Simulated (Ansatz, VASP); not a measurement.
## Two plane-wave programs on Al3Cu

```
Al Cu
1.0
     2.77378    0.00000    0.00000
     0.00000    2.77378    0.00000
     0.00000    0.00000    7.59186
Al Cu
3 1
Cartesian
  0.0000 0.0000 3.9959
  1.3869 1.3869 1.8903
  1.3869 1.3869 6.1016
  0.0000 0.0000 0.0000
```

Change from the starting cell: all Al atoms moved -0.200 Å, as atom 1 towards its neighbour atom 4 (Cu) at 3.796 Å.

Alike in both runs: task single point; functional r2SCAN; k mesh 18 × 18 × 6; occupations gaussian, width 0.15 eV; no spin polarisation.

|  | VASP | Ansatz |
| --- | --- | --- |
| version | VASP 6.6.1 | Ansatz 0.2.0 |
| potentials or method | VASP PAW PBE potentials, release 64 (Al, Cu), cutoff 520 eV | scalar-relativistic, plane waves, PAW |
| valence electrons in the cell | 20 | 28 |

```tsv
	VASP	Ansatz	Ansatz less VASP
gap on the k mesh at the Fermi level (eV)	none	none	-
pressure (GPa)	1.0	1.2	+0.19
traceless stress, the component that is largest in VASP (GPa)	-0.49	-0.49	+0.004
rms of the force components (eV/Å)	0.447	0.446	-0.0017
```

VASP's potentials were made for PBE, not for r2SCAN. Atom by atom the forces differ by 0.007 eV/Å (rms over components). A gap of «none» marks a metal or a gap that the smearing closes. The functional is the same, so the differences come from potentials, cutoffs and numerics. VASP's potentials hold 20 valence electrons a cell and Ansatz's 28, so a difference there can come from the potentials and not from the codes.
